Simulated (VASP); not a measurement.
The system is GaSbTe2S.

```xyz
10
Lattice="4.1886 0.0000 0.0000 -0.0290 7.8092 0.0000 -1.6653 -0.0852 10.1572" Properties=species:S:1:pos:R:3 pbc="T T T"
Ga    1.2081    3.2064    0.4461
Ga    1.2260    0.7287    0.4487
Sb    3.2272    3.8294    4.7869
Sb    3.2068    7.7593    4.8017
Te    3.3052    7.6432    1.8381
Te    3.3071    4.0922    1.8580
Te   -0.1406    7.1781    8.2466
Te   -0.1796    4.3990    8.2507
S     1.5656    5.7916    4.8788
S     1.5707    1.8863    5.0733
```

```yaml
Program: VASP 6.6.1
Task: relaxation of cell and atoms
Functional: PBE
Potentials_or_basis: VASP PAW PBE potentials, release 64 (Ga_d, Sb, Te, S)
Cutoff: 600 eV
k_mesh: 4 × 2 × 2
Occupations: gaussian, width 0.1 eV
Spin: no spin polarisation
```

At the start: pressure 0.0 GPa; volume 33.22 Å³/atom.

Q: Where does the relaxation end?

A: Over 8 steps the energy falls by 5.2 meV/atom; space group P1 (No. 1, to 0.1 Å) before, Pm (No. 6, to 0.1 Å).

Step by step:
```
step  energy change (eV)  largest force (eV/Å)  pressure (GPa)  volume (Å³)
   1              0.0000                0.1748            0.03       332.24
   2             -0.0267                0.1747           -0.12       332.54
   3             -0.0294                0.2181           -0.17       332.65
   4             -0.0415                0.1338            0.10       330.90
   5             -0.0440                0.1168            0.29       329.72
   6             -0.0502                0.0834           -0.03       332.17
   7             -0.0503                0.0961           -0.06       332.46
   8             -0.0523                0.0363           -0.03       332.29
```

Final structure:
```
CELL_PARAMETERS angstrom
4.16442 0.00554 0.00223
-0.01852 7.99730 0.02494
-1.65036 -0.05766 9.97632
ATOMIC_POSITIONS crystal
Ga 0.30942 0.40775 0.04270
Ga 0.31115 0.09646 0.04192
Sb 0.95655 0.49416 0.47500
Sb 0.95696 0.99994 0.47556
Te 0.86544 0.97780 0.17987
Te 0.86447 0.52783 0.18074
Te 0.29453 0.92589 0.81311
Te 0.28531 0.57532 0.81335
S 0.57794 0.74744 0.48061
S 0.57822 0.24743 0.49714
```

Caveat: the k points lie up to 0.39 Å⁻¹ apart in the final cell, too coarse for converged energies and pressures of a metal.
